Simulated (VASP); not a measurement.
# NiO in VASP: a series of runs

Runs on NiO. Level: PBE. Tasks: single point.

Everything below comes from runs of VASP 6.6.1. Logs are shortened: lines on timing, memory, paths and dates and some standing lists are left out, and cuts for length are marked.

## 1. The cell of the first run

The typed cell holds 2 atoms: a = 2.982 Å, b = 2.982 Å, c = 2.982 Å, α = 60.00°, β = 60.00°, γ = 60.00°.

## 2. Single point, PBE, collinear spin, ferromagnetic start

Input file INCAR:

```
SYSTEM = NiO
PREC     = Accurate       ! precision mode
ENCUT    = 520            ! plane-wave cutoff, eV
EDIFF    = 1E-7           ! SCF threshold, eV
ISMEAR   = 0              ! smearing method
SIGMA    = 0.05           ! smearing width, eV
LREAL    = .False.        ! projectors in reciprocal space
LASPH    = .True.         ! aspherical terms in the spheres
NELM     = 150            ! most SCF steps
ALGO     = Normal         ! electronic algorithm
ISIF     = 2              ! what is computed and relaxed
LWAVE    = .False.        ! write WAVECAR
LCHARG   = .False.        ! write CHGCAR
ISPIN    = 2              ! spin polarisation
MAGMOM   = 2 0            ! initial moments
LORBIT   = 11             ! projections on sites
LMAXMIX  = 4              ! l up to which the mixer works
GGA      = PE             ! functional
NBANDS   = 19             ! bands
```

Input file KPOINTS:

```
regular mesh
0
Gamma
  14 14 14
  0 0 0
```

Input file POSCAR:

```
NiO
1.0
    1.4909133174      0.8607792052      2.4344440826
   -1.4909133174      0.8607792052      2.4344440826
    0.0000000000     -1.7215584103      2.4344440826
Ni O
1 1
Direct
    1.0000000000      0.0000000000      0.0000000000
    0.5000000000      0.5000000000      0.5000000000
```

Potentials or basis: VASP PAW PBE potentials, release 64 (Ni, O).

Launch:

```sh
$ cat potpaw_PBE.64/Ni/POTCAR potpaw_PBE.64/O/POTCAR > POTCAR
$ mpirun -np 1 vasp_std > vasp.out
```

OUTCAR:

```text
SYSTEM = NiO
   PREC = Accurate
   ENCUT = 520
   EDIFF = 1E-7
   ISMEAR = 0
   LREAL = .False.
   LASPH = .True.
   NELM = 150
   ISIF = 2
   ISPIN = 2
   LORBIT = 11
   GGA = PE

 ion  position               nearest neighbor table
   1  0.000  0.000  0.000-   2 2.11   2 2.11   2 2.11   2 2.11   2 2.11   2 2.11
   2  0.500  0.500  0.500-   1 2.11   1 2.11   1 2.11   1 2.11   1 2.11   1 2.11

  LATTYP: Found a trigonal (rhomboedric) cell.
 ALAT       =     2.9816574839
 COS(alpha) =     0.4999432679

  Lattice vectors:

 A1 = (   1.4909133174,   0.8607792052,   2.4344440826)
 A2 = (  -1.4909133174,   0.8607792052,   2.4344440826)
 A3 = (   0.0000000000,  -1.7215584103,   2.4344440826)

Analysis of symmetry for initial positions (statically):
=====================================================================
 Subroutine PRICEL returns:
 Original cell was already a primitive cell.

 Routine SETGRP: Setting up the symmetry group for a
 trigonal (rhombohedral) supercell.

 Subroutine GETGRP returns: Found 12 space group operations
 (whereof 12 operations were pure point group operations)
 out of a pool of 12 trial point group operations.

The static configuration has the point symmetry D_3d.

Analysis of symmetry for dynamics (positions and initial velocities):
=====================================================================
 Subroutine PRICEL returns:
 Original cell was already a primitive cell.

 Routine SETGRP: Setting up the symmetry group for a
 trigonal (rhombohedral) supercell.

 Subroutine GETGRP returns: Found 12 space group operations
 (whereof 12 operations were pure point group operations)
 out of a pool of 12 trial point group operations.

The dynamic configuration has the point symmetry D_3d.

Analysis of structural, dynamic, and magnetic symmetry:
=====================================================================
 Subroutine PRICEL returns:
 Original cell was already a primitive cell.

 Routine SETGRP: Setting up the symmetry group for a
 trigonal (rhombohedral) supercell.

 Subroutine GETGRP returns: Found 12 space group operations
 (whereof 12 operations were pure point group operations)
 out of a pool of 12 trial point group operations.

The overall configuration has the point symmetry D_3d.

 Subroutine INISYM returns: Found 12 space group operations
 (whereof 12 operations are pure point group operations),
 and found     1 'primitive' translations

----------------------------------------------------------------------------------------

                                     Primitive cell

  volume of cell :      18.7454

  direct lattice vectors                    reciprocal lattice vectors
     1.490913317  0.860779205  2.434444083     0.335364903  0.193623017  0.136923799
    -1.490913317  0.860779205  2.434444083    -0.335364903  0.193623017  0.136923799
     0.000000000 -1.721558410  2.434444083     0.000000000 -0.387246034  0.136923799

  length of vectors
     2.981657484  2.981657484  2.981657484     0.410740329  0.410740329  0.410740329

  position of ions in fractional coordinates (direct lattice)
     0.000000000  0.000000000  0.000000000
     0.500000000  0.500000000  0.500000000

  ion indices of the primitive-cell ions
   primitive index   ion index
                 1           1
                 2           2

----------------------------------------------------------------------------------------

 KPOINTS: regular mesh

Automatic generation of k-mesh.
 Grid dimensions read from file:
 generate k-points for:   14   14   14

 Generating k-lattice:

  Cartesian coordinates                     Fractional coordinates (reciprocal lattice)
     0.023954636  0.013830215  0.009780271     0.071428571 -0.000000000  0.000000000
    -0.023954636  0.013830215  0.009780271    -0.000000000  0.071428571  0.000000000
     0.000000000 -0.027660431  0.009780271     0.000000000  0.000000000  0.071428571

  Length of vectors
     0.029338595  0.029338595  0.029338595

  Shift w.r.t. Gamma in fractional coordinates (k-lattice)
     0.000000000  0.000000000  0.000000000

 Subroutine IBZKPT returns following result:
 ===========================================

 Found    288 irreducible k-points:

 Following reciprocal coordinates:
            Coordinates               Weight
  0.000000  0.000000  0.000000      1.000000
  0.071429  0.000000  0.000000      6.000000
  0.142857  0.000000  0.000000      6.000000
  0.214286  0.000000  0.000000      6.000000
  0.285714  0.000000  0.000000      6.000000
  0.357143  0.000000  0.000000      6.000000
[... 16 lines left out ...]
  0.214286  0.142857  0.000000     12.000000
  0.285714  0.142857  0.000000     12.000000
 [... further k-points ...]
   k-points           NKPTS =    288   k-points in BZ     NKDIM =    288   number of bands    NBANDS=     19
   number of dos      NEDOS =    301   number of ions     NIONS =      2
   total plane-waves  NPLWV =  13824
   dimension x,y,z NGX =    24 NGY =   24 NGZ =   24
   dimension x,y,z NGXF=    48 NGYF=   48 NGZF=   48
   ions per type =               1   1
   NGX,Y,Z   is equivalent  to a cutoff of  13.38, 13.38, 13.38 a.u.
   NGXF,Y,Z  is equivalent  to a cutoff of  26.76, 26.76, 26.76 a.u.
 SYSTEM =  NiO
   PREC   = accura    normal or accurate (medium, high low for compatibility)
   ISTART =      0    job   : 0-new  1-cont  2-samecut
   ICHARG =      2    charge: 1-file 2-atom 10-const
   ISPIN  =      2    spin polarized calculation?
   LNONCOLLINEAR =      F non collinear calculations
   LSORBIT =      F    spin-orbit coupling
   LASPH  =      T    aspherical Exc in radial PAW
   ENCUT  =  520.0 eV  38.22 Ry    6.18 a.u.   5.54  5.54  5.54*2*pi/ulx,y,z
   NELM   =    150;   NELMIN=  2; NELMDL= -5     # of ELM steps
   EDIFF  = 0.1E-06   stopping-criterion for ELM
   LREAL  =      F    real-space projection
   EDIFFG = 0.1E-05   stopping-criterion for IOM
   NSW    =      0    number of steps for IOM
   IBRION =     -1    ionic relax: 0-MD 1-quasi-New 2-CG
   NFREE  =      0    steps in history (QN), initial steepest desc. (CG)
   ISIF   =      2    stress and relaxation
   ISYM   =      2    0-nonsym 1-usesym 2-fastsym
   POTIM  = 0.5000    time-step for ionic-motion
   TEBEG  =    0.0;   TEEND  =   0.0 temperature during run
   PSTRESS=    0.0 pullay stress
   NELECT =      16.0000    total number of electrons
   NUPDOWN=      -1.0000    fix difference up-down
   EMIN   =  10.00;   EMAX   =-10.00  energy-range for DOS
   EFERMI =   0.00;   METHOD = LEGACY
   ISMEAR =     0;   SIGMA  =   0.05  broadening in eV -4-tet -1-fermi 0-gaus
   EFERMI_NEDOS =   21; number of points for ismear=-14 and -15
   IALGO  =     38    algorithm
   IMIX   =      4    mixing-type and parameters
     AMIX     =   0.40;   BMIX     =  1.00
     AMIX_MAG =   1.60;   BMIX_MAG =  1.00
  volume/ion in A,a.u.               =       9.37        63.25
  Fermi-wavevector in a.u.,A,eV,Ry     =   1.552922  2.934598 32.811374  2.411568
  Thomas-Fermi vector in A             =   2.657228
   LORBIT       =     11    0 simple, 1 ext, 2 COOP (PROOUT), +10 PAW based schemes
   GGA     = PE    functional components
   LHFCALC =     F    Hartree Fock is set to
   AEXX    =    0.0000 exact exchange contribution
   IVDW    =     0    specifies the selected vdW correction
   LEPSILON=     F    determine dielectric tensor
   LRPA    =     F    only Hartree local field effects (RPA)
 spin polarized calculation
 Gauss-broadening in eV      SIGMA  =   0.05
  energy-cutoff  :      520.00
  volume of cell :       18.75
 maximum number of plane-waves:       531
 NGX is ok and might be reduce to    24
   NGX = 11   NGY = 11   NGZ = 11

 number of electron      16.0000014 magnetization       1.7724819

 Free energy of the ion-electron system (eV)
  ---------------------------------------------------
  ext. energy  EPLUGINS =         0.00000000
  ---------------------------------------------------
  free energy    TOTEN  =       -11.47967365 eV

  energy without entropy =      -11.47814479  energy(sigma->0) =      -11.47890922

 E-fermi :   7.4703     XC(G=0): -12.5115

 val. band max:        7.4643915132   @ k =   0.2143   0.1429   0.1429
 cond. band min:       7.4857702038   @ k =  -0.2857  -0.3571   0.0714
 fundamental gap:      0.0213786907
 Fermi energy:         7.4702922730

 spin component 1

 k-point     1 :       0.0000    0.0000    0.0000
  band No.  band energies     occupation
      1     -12.6142      1.00000
      2       4.3691      1.00000
      3       4.3691      1.00000
      4       4.6084      1.00000
      5       4.6084      1.00000
      6       4.6089      1.00000
[... 11 lines left out ...]
     18      33.0397      0.00000
     19      33.0397      0.00000
[... 485 lines left out ...]
 k-point    24 :       0.2857    0.1429    0.0000
  band No.  band energies     occupation
      1     -11.9375      1.00000
      2       1.2126      1.00000
      3       2.7616      1.00000
      4       2.9564      1.00000
      5       4.8567      1.00000
      6       5.0394      1.00000
[... 11 lines left out ...]
     18      36.9782      0.00000
     19      37.7559      0.00000

 [... further k-points ...]

 spin component 2

 k-point     1 :       0.0000    0.0000    0.0000
  band No.  band energies     occupation
      1     -12.1686      1.00000
      2       5.1209      1.00000
      3       5.1209      1.00000
      4       5.1215      1.00000
      5       5.7023      1.00000
      6       5.7023      1.00000
[... 11 lines left out ...]
     18      33.6376      0.00000
     19      33.6376      0.00000
[... 485 lines left out ...]
 k-point    24 :       0.2857    0.1429    0.0000
  band No.  band energies     occupation
      1     -11.4666      1.00000
      2       1.8638      1.00000
      3       3.5838      1.00000
      4       3.8376      1.00000
      5       5.7060      1.00000
      6       6.5068      1.00000
[... 11 lines left out ...]
     18      37.4649      0.00000
     19      38.2844      0.00000

 [... further k-points ...]
[... 5 lines left out ...]
  --------------------------------------------------------------------------------------
  -------------------------------------------------------------------------------------
  Total       -0.0569625     -0.0569625     -0.0560238      0.0000000     -0.0000000     -0.0000000
  in kB       -4.8686039     -4.8686039     -4.7883689      0.0000000     -0.0000000     -0.0000000
  external PRESSURE =      -4.8418589 kB  Pullay stress =       0.0000000 kB

 VOLUME and BASIS-vectors are now :
 -----------------------------------------------------------------------------
  energy-cutoff  :      520.00
  volume of cell :       18.75
      direct lattice vectors                 reciprocal lattice vectors
     1.490913317  0.860779205  2.434444083     0.335364903  0.193623017  0.136923799
    -1.490913317  0.860779205  2.434444083    -0.335364903  0.193623017  0.136923799
     0.000000000 -1.721558410  2.434444083     0.000000000 -0.387246034  0.136923799

 POSITION                                       TOTAL-FORCE (eV/Angst)
 -----------------------------------------------------------------------------------
      0.00000      0.00000      0.00000         0.000000     -0.000000      0.000000
      0.00000      0.00000      3.65167        -0.000000      0.000000      0.000000
 -----------------------------------------------------------------------------------
    total drift:                               -0.000000      0.000000     -0.000000

  FREE ENERGIE OF THE ION-ELECTRON SYSTEM (eV)
  ---------------------------------------------------
  free  energy   TOTEN  =       -11.4796736465 eV

  energy  without entropy=      -11.4781447940  energy(sigma->0) =      -11.47890922

 total charge

# of ion       s       p       d       tot
------------------------------------------
    1        0.323   0.383   8.227   8.933
    2        1.556   3.409   0.000   4.966
--------------------------------------------------
tot          1.879   3.792   8.227  13.899

 magnetization (x)

# of ion       s       p       d       tot
------------------------------------------
    1        0.011   0.015   1.430   1.456
    2        0.027   0.244   0.000   0.272
--------------------------------------------------
tot          0.039   0.259   1.430   1.727
```

It took 2.2 min on 1 thread of AMD EPYC 9R45 (Zen 5), shared host; peak memory 0.24 GiB.

What came out:

* Free energy: -11.4797 eV
* Pressure: -0.5 GPa
* Net moment: 1.77 μB per cell
* Site moments: Ni +1.46; O +0.27 μB
* Valence electrons inside the program's atomic spheres: Ni 8.93; O 4.97

Levels at points of the mesh, in eV from the Fermi level:
Spin up:
| k point | band 6 | band 7 | band 8 | band 9 | band 10 | band 11 | band 12 | band 13 |
| --- | --- | --- | --- | --- | --- | --- | --- | --- |
| (0.00, 0.00, 0.00) | -2.86 | -2.59 | -2.59 | -2.59 | 1.39 | 17.78 | 18.72 | 18.72 |
| (0.50, 0.00, 0.00) | -1.94 | -1.42 | 0.23 | 0.23 | 5.55 | 9.70 | 13.84 | 13.84 |
| (0.50, 0.50, 0.00) | -2.78 | -2.28 | -1.64 | -1.64 | 5.96 | 10.40 | 12.12 | 16.28 |
| (0.50, 0.50, 0.50) | -1.94 | -1.42 | 0.23 | 0.23 | 5.55 | 9.70 | 13.83 | 13.83 |
Spin down:
| k point | band 3 | band 4 | band 5 | band 6 | band 7 | band 8 | band 9 | band 10 | band 11 | band 12 |
| --- | --- | --- | --- | --- | --- | --- | --- | --- | --- | --- |
| (0.00, 0.00, 0.00) | -2.35 | -2.35 | -1.77 | -1.77 | -1.77 | -0.53 | -0.53 | 1.74 | 17.71 | 18.93 |
| (0.50, 0.00, 0.00) | -4.59 | -4.59 | -0.92 | -0.92 | -0.56 | 2.18 | 2.18 | 5.72 | 10.23 | 14.12 |
| (0.50, 0.50, 0.00) | -3.66 | -3.66 | -2.69 | -0.74 | -0.74 | -0.13 | 0.36 | 6.42 | 10.75 | 12.37 |
| (0.50, 0.50, 0.50) | -4.59 | -4.59 | -0.92 | -0.92 | -0.56 | 2.18 | 2.18 | 5.72 | 10.23 | 14.12 |

Caveat: a cell with one magnetic atom can't hold antiferromagnetic order, which such compounds often take; semilocal functionals often make such compounds metallic where correlation or magnetic order opens a gap, which also shifts bond lengths. With open d or f shells a metallic result of PBE can be an artefact of self-interaction; +U or a hybrid may open a gap.

(Continued in part 2 of 2.)
